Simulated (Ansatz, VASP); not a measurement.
This is a calculation of BN for Ansatz 0.2.0.

The input input.yaml:

```yaml
crystal:
  lattice:
    - [1.2511217832, 0.7223354983, 3.3729344033]
    - [-1.2511217832, 0.7223354983, 3.3729344033]
    - [0.0, -1.4446709966, 3.3729344033]
  atoms:
    - { symbol: "N", position: [0.6672382, 0.6672382, 0.6672382] }
    - { symbol: B, position: [0.0003288, 0.0003288, 0.0003288] }
hamiltonian:
  xc: pbe
  pseudopotentials: { kind: paw }
kpoints:
  mp_grid: { grid: [12, 12, 12] }
scf:
  occupations: { method: gaussian, width: 0.026 }
output:
  forces: true
  stress: true
  eigenvalues: true
```

Potentials or basis: Ansatz PAW.

Command:

```bash
$ ansatz run input.yaml --threads 2 --pin off --max-ram 5632MiB --backend cpu --events-out ev --progress --plain --runs-dir out
```

Question: Translate it to VASP 6.6.1. Potentials there: VASP PAW PBE potentials, release 64 (N, B).

Answer: As run (the cutoff follows the program's own potentials):

INCAR

```
PREC = Accurate ; ENCUT = 520
EDIFF = 1E-7 ; ISMEAR = 0
SIGMA = 0.026000000000000002 ; LREAL = F
LASPH = T ; NELM = 100
ALGO = Normal ; ISIF = 2
LWAVE = F ; LCHARG = F
GGA = PE ; NBANDS = 11
```

The input KPOINTS:

```
regular mesh
0
Gamma
  12 12 12
```

File POSCAR:

```
BN
1.0
    1.2511217832      0.7223354983      3.3729344033
   -1.2511217832      0.7223354983      3.3729344033
    0.0000000000     -1.4446709966      3.3729344033
N B
1 1
Direct
    0.6672382000      0.6672382000      0.6672382000
    0.0003288000      0.0003288000      0.0003288000
```

Potentials or basis: VASP PAW PBE potentials, release 64 (N, B).

The run is started by

```bash
$ cat potpaw_PBE.64/N/POTCAR potpaw_PBE.64/B/POTCAR > POTCAR
$ mpirun -np 1 vasp_std > vasp.out
```

Both were run:

|  | VASP | Ansatz | Ansatz less VASP |
| --- | --- | --- | --- |
| gap on the k mesh at the Fermi level (eV) | 4.28 | 4.29 | +0.007 |
| least direct gap on the mesh (eV) | 4.70 | 4.70 | +0.003 |
| pressure (GPa) | 3.6 | 3.6 | -0.07 |
| traceless stress, the component that is largest in VASP (GPa) | -1.41 | -1.20 | +0.209 |

The functional is the same, so the differences come from potentials, cutoffs and numerics.
